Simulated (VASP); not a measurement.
# Ba (Cmmm) in VASP: further runs

The runs below take Ba through single point, with PBEsol.

All numbers are computed with VASP 6.6.1; they aren't measurements. Logs are shortened: lines on timing, memory, paths and dates and some standing lists are left out, and cuts for length are marked.

### 1 The cell of the first run

It takes space group Cmmm (No. 65, orthorhombic). Conventional cell: a = 3.597 Å, b = 6.716 Å, c = 5.244 Å, α = 90.00°, β = 90.00°, γ = 90.00°. Within 4.7 Å of Ba (site symmetry mmm) lie 6 Ba at 3.60 to 3.81 Å.

### 2 Single point, PBEsol (strain -0.080 along x and y, -0.080 along z)

INCAR reads:

```
SYSTEM = Ba
PREC = Accurate ; ENCUT = 500
EDIFF = 1E-6 ; ISMEAR = 0
SIGMA = 0.15 ; LREAL = .FALSE.
LASPH = .TRUE. ; NELM = 120
ALGO = Normal ; ISIF = 2
LWAVE = .FALSE. ; LCHARG = .TRUE.
GGA = PS ; LELF = .TRUE.
LVHAR = .TRUE. ; NBANDS = 11
GGA_COMPAT = .FALSE.
```

KPOINTS reads:

```
regular mesh
0
G
  14 14 8
  0 0 0
```

POSCAR reads:

```
Ba
1.0
    1.7986000000     -3.3580000000      0.0000000000
    1.7986000000      3.3580000000      0.0000000000
    0.0000000000      0.0000000000      5.2440000000
Ba
1
Direct
    0.0000000000      0.0000000000      0.0000000000
```

Potentials or basis: VASP PAW PBE potentials, release 64 (Ba_sv).

Run with:

```
> cat potpaw_PBE.64/Ba_sv/POTCAR > POTCAR
> mpirun -np 1 vasp_std > vasp.out
```

OUTCAR:

```text
SYSTEM = Ba
   PREC = Accurate
   ENCUT = 500
   EDIFF = 1E-6
   ISMEAR = 0
   LREAL = .FALSE.
   LASPH = .TRUE.
   NELM = 120
   ISIF = 2
   GGA = PS

 ion  position               nearest neighbor table
   1  0.000  0.000  0.000-

  LATTYP: Found a base centered orthorhombic cell.
 ALAT       =     3.5972000000
 B/A-ratio  =     1.8670076726
 C/A-ratio  =     1.4578005115

  Lattice vectors:

 A1 = (   1.7986000000,  -3.3580000000,   0.0000000000)
 A2 = (   1.7986000000,   3.3580000000,   0.0000000000)
 A3 = (   0.0000000000,   0.0000000000,   5.2440000000)

Analysis of symmetry for initial positions (statically):
=====================================================================
 Subroutine PRICEL returns:
 Original cell was already a primitive cell.

 Routine SETGRP: Setting up the symmetry group for a
 base centered orthorhombic supercell.

 Subroutine GETGRP returns: Found  8 space group operations
 (whereof  8 operations were pure point group operations)
 out of a pool of  8 trial point group operations.

The static configuration has the point symmetry D_2h.

Analysis of symmetry for dynamics (positions and initial velocities):
=====================================================================
 Subroutine PRICEL returns:
 Original cell was already a primitive cell.

 Routine SETGRP: Setting up the symmetry group for a
 base centered orthorhombic supercell.

 Subroutine GETGRP returns: Found  8 space group operations
 (whereof  8 operations were pure point group operations)
 out of a pool of  8 trial point group operations.

The dynamic configuration has the point symmetry D_2h.

 Subroutine INISYM returns: Found  8 space group operations
 (whereof  8 operations are pure point group operations),
 and found     1 'primitive' translations

----------------------------------------------------------------------------------------

                                     Primitive cell

  volume of cell :      63.3444

  direct lattice vectors                    reciprocal lattice vectors
     1.798600000 -3.358000000  0.000000000     0.277993995 -0.148898154  0.000000000
     1.798600000  3.358000000  0.000000000     0.277993995  0.148898154  0.000000000
     0.000000000  0.000000000  5.244000000     0.000000000  0.000000000  0.190694127

  length of vectors
     3.809347183  3.809347183  5.244000000     0.315359036  0.315359036  0.190694127

  position of ions in fractional coordinates (direct lattice)
     0.000000000  0.000000000  0.000000000

  ion indices of the primitive-cell ions
   primitive index   ion index
                 1           1
[... 80 lines left out ...]
   POTIM  = 0.5000    time-step for ionic-motion
   TEBEG  =    0.0;   TEEND  =   0.0 temperature during run
   PSTRESS=    0.0 pullay stress
   NELECT =      10.0000    total number of electrons
   NUPDOWN=      -1.0000    fix difference up-down
   EMIN   =  10.00;   EMAX   =-10.00  energy-range for DOS
   EFERMI =   0.00;   METHOD = LEGACY
   ISMEAR =     0;   SIGMA  =   0.15  broadening in eV -4-tet -1-fermi 0-gaus
   EFERMI_NEDOS =   21; number of points for ismear=-14 and -15
   IALGO  =     38    algorithm
   IMIX   =      4    mixing-type and parameters
     AMIX     =   0.40;   BMIX     =  1.00
     AMIX_MAG =   1.60;   BMIX_MAG =  1.00
  volume/ion in A,a.u.               =      63.34       427.47
  Fermi-wavevector in a.u.,A,eV,Ry     =   0.884787  1.672005 10.651300  0.782848
  Thomas-Fermi vector in A             =   2.005734
   LORBIT       =      0    0 simple, 1 ext, 2 COOP (PROOUT), +10 PAW based schemes
   GGA     = PS    functional components
   LHFCALC =     F    Hartree Fock is set to
   AEXX    =    0.0000 exact exchange contribution
   IVDW    =     0    specifies the selected vdW correction
   LEPSILON=     F    determine dielectric tensor
   LRPA    =     F    only Hartree local field effects (RPA)
 non-spin polarized calculation
 Gauss-broadening in eV      SIGMA  =   0.15
  energy-cutoff  :      500.00
  volume of cell :       63.34
 maximum number of plane-waves:      1636
   NGX = 13   NGY = 13   NGZ = 19

 number of electron      10.0000000 magnetization

 Free energy of the ion-electron system (eV)
  ---------------------------------------------------
  ext. energy  EPLUGINS =         0.00000000
  ---------------------------------------------------
  free energy    TOTEN  =        -1.47965355 eV

  energy without entropy =       -1.45159511  energy(sigma->0) =       -1.46562433

 E-fermi :   1.2947     XC(G=0):  -7.2961

 val. band max:        1.2912581791   @ k =   0.4286   0.0000   0.2500
 cond. band min:       1.2956604672   @ k =   0.4286   0.0714   0.2500
 fundamental gap:      0.0044022881
 Fermi energy:         1.2947322272

 k-point     1 :       0.0000    0.0000    0.0000
  band No.  band energies     occupation
      1     -27.5734      2.00000
      2     -12.7659      2.00000
      3     -11.9996      2.00000
      4     -11.8278      2.00000
      5      -1.0197      2.00000
      6       1.1253      1.88990
      7       2.9728      0.00000
      8       4.2004      0.00000
      9       5.4831      0.00000
     10       6.3698      0.00000
     11       6.8052      0.00000
[... 309 lines left out ...]
 k-point    24 :       0.2857    0.1429    0.0000
  band No.  band energies     occupation
      1     -27.3431      2.00000
      2     -13.3861      2.00000
      3     -12.4932      2.00000
      4     -12.3843      2.00000
      5       1.0392      1.98402
      6       2.0247      0.00000
      7       2.2434      0.00000
      8       3.5272      0.00000
      9       4.8685      0.00000
     10       6.4237      0.00000
     11       8.7324      0.00000

 [... further k-points ...]

------------------------ aborting loop because EDIFF is reached ----------------------------------------

  FORCE on cell =-STRESS in cart. coord.  units (eV):
  Direction    XX          YY          ZZ          XY          YZ          ZX
  --------------------------------------------------------------------------------------
  -------------------------------------------------------------------------------------
  Total        1.9404635      1.1433861     -1.4808618      0.0000000      0.0000000      0.0000000
  in kB       49.0804007     28.9198165    -37.4556340      0.0000000      0.0000000      0.0000000
  external PRESSURE =      13.5148611 kB  Pullay stress =       0.0000000 kB

 VOLUME and BASIS-vectors are now :
 -----------------------------------------------------------------------------
  energy-cutoff  :      500.00
  volume of cell :       63.34
      direct lattice vectors                 reciprocal lattice vectors
     1.798600000 -3.358000000  0.000000000     0.277993995 -0.148898154  0.000000000
     1.798600000  3.358000000  0.000000000     0.277993995  0.148898154  0.000000000
     0.000000000  0.000000000  5.244000000     0.000000000  0.000000000  0.190694127

 POSITION                                       TOTAL-FORCE (eV/Angst)
 -----------------------------------------------------------------------------------
      0.00000      0.00000      0.00000         0.000000      0.000000      0.000000
 -----------------------------------------------------------------------------------
    total drift:                               -0.000000      0.000000     -0.000000

  FREE ENERGIE OF THE ION-ELECTRON SYSTEM (eV)
  ---------------------------------------------------
  free  energy   TOTEN  =        -1.4796535506 eV

  energy  without entropy=       -1.4515951080  energy(sigma->0) =       -1.46562433
```

OSZICAR:

```text
N       E                     dE             d eps       ncg     rms          rms(c)
DAV:   1     0.569563795225E+02    0.56956E+02   -0.41247E+03  6270   0.724E+02
DAV:   2     0.135946258906E+01   -0.55597E+02   -0.54041E+02  7742   0.138E+02
DAV:   3    -0.164129194173E+01   -0.30008E+01   -0.29654E+01  8017   0.330E+01
DAV:   4    -0.173642225040E+01   -0.95130E-01   -0.94950E-01  8152   0.541E+00
DAV:   5    -0.173940434644E+01   -0.29821E-02   -0.29817E-02  8534   0.748E-01    0.326E+00
DAV:   6    -0.150662245203E+01    0.23278E+00   -0.51328E-01  7032   0.185E+00    0.156E+00
DAV:   7    -0.147948818014E+01    0.27134E-01   -0.14119E-01  7415   0.112E+00    0.438E-01
DAV:   8    -0.147960682155E+01   -0.11864E-03   -0.65249E-03  7056   0.450E-01    0.735E-02
DAV:   9    -0.147959791121E+01    0.89103E-05   -0.42939E-04  7363   0.873E-02    0.280E-02
DAV:  10    -0.147965263676E+01   -0.54726E-04   -0.54586E-05  7153   0.435E-02    0.683E-03
DAV:  11    -0.147965400288E+01   -0.13661E-05   -0.27165E-06  7651   0.101E-02    0.362E-03
DAV:  12    -0.147965355063E+01    0.45225E-06   -0.25991E-07  4008   0.330E-03
   1 F= -.14796536E+01 E0= -.14656243E+01  d E =-.280584E-01
```

stdout:

```text
POSCAR found type information on POSCAR Ba
 POSCAR found :  1 types and       1 ions
 scaLAPACK will be used
 -----------------------------------------------------------------------------
|                                                                             |
|                                                                             |
|     You enforced a specific xc type in the INCAR file but a different       |
|     I HOPE YOU KNOW WHAT YOU ARE DOING!                                     |
|                                                                             |
 -----------------------------------------------------------------------------

 LDA part: xc-table for (Slater+PW92), standard interpolation
 POSCAR, INCAR and KPOINTS ok, starting setup
 FFT: planning ... GRIDC
 FFT: planning ... GRID_SOFT
 FFT: planning ... GRID
 WAVECAR not read
 entering main loop
```

Wall time 2.1 min (1 thread of Intel Xeon 8259CL, shared host); peak memory 0.32 GiB.

Results:

```
Free energy            : -1.4797 eV
Pressure               : 1.4 GPa
Band gap on the k mesh : zero (bands 5 and 6 overlap by 1.88 eV)
```

Stress tensor (GPa, compression positive):
```
 4.91  0.00  0.00
 0.00  2.89  0.00
 0.00  0.00 -3.75
```

Caveat: the cell differs from its parent crystal (strain -0.080 along x and y, -0.080 along z); the stress differs along the axes, from -4 to 5 GPa; the PAW data sets were made with another functional, which shifts forces and pressure a little; spin-orbit coupling is left out, which moves the levels of the heavy elements.

### 3 Single point, PBEsol (strain -0.080 along x and y, -0.040 along z)

INCAR reads:

```
SYSTEM = Ba
PREC     = Accurate       ! precision mode
ENCUT    = 500            ! plane-wave cutoff, eV
EDIFF    = 1E-6           ! SCF threshold, eV
ISMEAR   = 0              ! smearing method
SIGMA    = 0.15           ! smearing width, eV
LREAL    = .FALSE.        ! projectors in reciprocal space
LASPH    = .TRUE.         ! aspherical terms in the spheres
NELM     = 120            ! most SCF steps
ALGO     = Normal         ! electronic algorithm
ISIF     = 2              ! what is computed and relaxed
LWAVE    = .FALSE.        ! write WAVECAR
LCHARG   = .TRUE.         ! write CHGCAR
GGA      = PS             ! functional
LELF     = .TRUE.         ! ELF
LVHAR    = .TRUE.       
NBANDS   = 11             ! bands
GGA_COMPAT= .FALSE.
```

KPOINTS reads:

```
Automatic mesh
0
G
  14 14 8
  0 0 0
```

Changes to POSCAR since step 2:

```diff
@@ -4,3 +4,3 @@
     1.7986000000      3.3580000000      0.0000000000
-    0.0000000000      0.0000000000      5.2440000000
+    0.0000000000      0.0000000000      5.4720000000
 Ba
```

Potentials or basis: VASP PAW PBE potentials, release 64 (Ba_sv).

Run with:

```
> cat potpaw_PBE.64/Ba_sv/POTCAR > POTCAR
> mpirun -np 1 vasp_std > vasp.out
```

It took 2.2 min on 1 thread of Intel Xeon 8259CL, shared host; peak memory 0.33 GiB.

It converged, with:

| Quantity | Value |
| --- | --- |
| Free energy | -1.4181 eV |
| Pressure | 1.4 GPa |
| Band gap on the k mesh | zero (bands 5 and 6 overlap by 1.67 eV) |

Stress tensor (GPa, compression positive):
```
 4.83  0.00  0.00
 0.00  2.87  0.00
 0.00  0.00 -3.41
```

Levels at points of the mesh, in eV from the Fermi level:
| k point | band 2 | band 3 | band 4 | band 5 | band 6 | band 7 | band 8 | band 9 |
| --- | --- | --- | --- | --- | --- | --- | --- | --- |
| (0.00, 0.00, 0.00) | -14.11 | -13.32 | -13.14 | -2.28 | -0.19 | 1.66 | 2.89 | 3.75 |
| (0.50, 0.00, 0.00) | -14.91 | -13.80 | -13.68 | -0.99 | 0.43 | 1.78 | 2.52 | 3.91 |
| (0.50, 0.50, 0.00) | -14.75 | -13.88 | -13.41 | -0.84 | 0.42 | 1.40 | 2.12 | 4.56 |
| (0.00, 0.00, 0.50) | -14.15 | -13.31 | -13.14 | -1.58 | -0.01 | 1.68 | 2.26 | 2.92 |
| (0.50, 0.00, 0.50) | -14.91 | -13.83 | -13.67 | -0.88 | -0.37 | 3.52 | 3.57 | 3.94 |
| (0.50, 0.50, 0.50) | -14.75 | -13.91 | -13.41 | -0.72 | -0.46 | 3.22 | 3.64 | 3.94 |

Caveat: the cell differs from its parent crystal (strain -0.080 along x and y, -0.040 along z); the stress differs along the axes, from -3 to 5 GPa; the PAW data sets were made with another functional, which shifts forces and pressure a little; spin-orbit coupling is left out, which moves the levels of the heavy elements.

### 4 Single point, PBEsol (strain -0.080 along x and y, +0.000 along z)

INCAR reads:

```
SYSTEM = Ba
PREC = Accurate
ENCUT = 500
EDIFF = 1E-6
ISMEAR = 0
SIGMA = 0.15
LREAL = .FALSE.
LASPH = .TRUE.
NELM = 120
ALGO = Normal
ISIF = 2
LWAVE = .FALSE.
LCHARG = .FALSE.
GGA = PS
NBANDS = 11
GGA_COMPAT = .FALSE.
```

KPOINTS is that of step 3.

Changes to POSCAR since step 3:

```diff
@@ -4,3 +4,3 @@
     1.7986000000      3.3580000000      0.0000000000
-    0.0000000000      0.0000000000      5.4720000000
+    0.0000000000      0.0000000000      5.7000000000
 Ba
```

Run with:

```
> cat potpaw_PBE.64/Ba_sv/POTCAR > POTCAR
> mpirun -np 1 vasp_std > vasp.out
```

Wall time 2.3 min (1 thread of Intel Xeon 8259CL, shared host); peak memory 0.33 GiB.

It converged, with:

```
Free energy            : -1.3626 eV
Pressure               : 1.5 GPa
Band gap on the k mesh : zero (bands 5 and 6 overlap by 1.51 eV)
```

Stress tensor (GPa, compression positive):
```
 4.74  0.00  0.00
 0.00  2.83  0.00
 0.00  0.00 -3.04
```

Levels at points of the mesh, in eV from the Fermi level:
| k point | band 1 | band 2 | band 3 | band 4 | band 5 | band 6 | band 7 | band 8 | band 9 | band 10 |
| --- | --- | --- | --- | --- | --- | --- | --- | --- | --- | --- |
| (0.00, 0.00, 0.00) | -28.92 | -14.16 | -13.33 | -13.16 | -2.24 | -0.21 | 1.65 | 2.88 | 3.36 | 4.93 |
| (0.50, 0.00, 0.00) | -28.66 | -14.93 | -13.85 | -13.69 | -1.00 | 0.31 | 1.85 | 2.55 | 3.83 | 6.54 |
| (0.50, 0.50, 0.00) | -28.74 | -14.77 | -13.92 | -13.43 | -0.85 | 0.29 | 1.46 | 2.15 | 4.49 | 6.56 |
| (0.00, 0.00, 0.50) | -28.92 | -14.18 | -13.33 | -13.16 | -1.65 | -0.05 | 1.66 | 1.93 | 2.90 | 4.78 |
| (0.50, 0.00, 0.50) | -28.66 | -14.93 | -13.86 | -13.69 | -0.91 | -0.33 | 3.50 | 3.58 | 3.68 | 4.29 |
| (0.50, 0.50, 0.50) | -28.74 | -14.77 | -13.94 | -13.43 | -0.76 | -0.42 | 3.19 | 3.37 | 3.77 | 4.29 |

Caveat: the cell differs from its parent crystal (strain -0.080 along x and y, +0.000 along z); the stress differs along the axes, from -3 to 5 GPa; the PAW data sets were made with another functional, which shifts forces and pressure a little; spin-orbit coupling is left out, which moves the levels of the heavy elements.

(Part 1 of 2 ends here.)
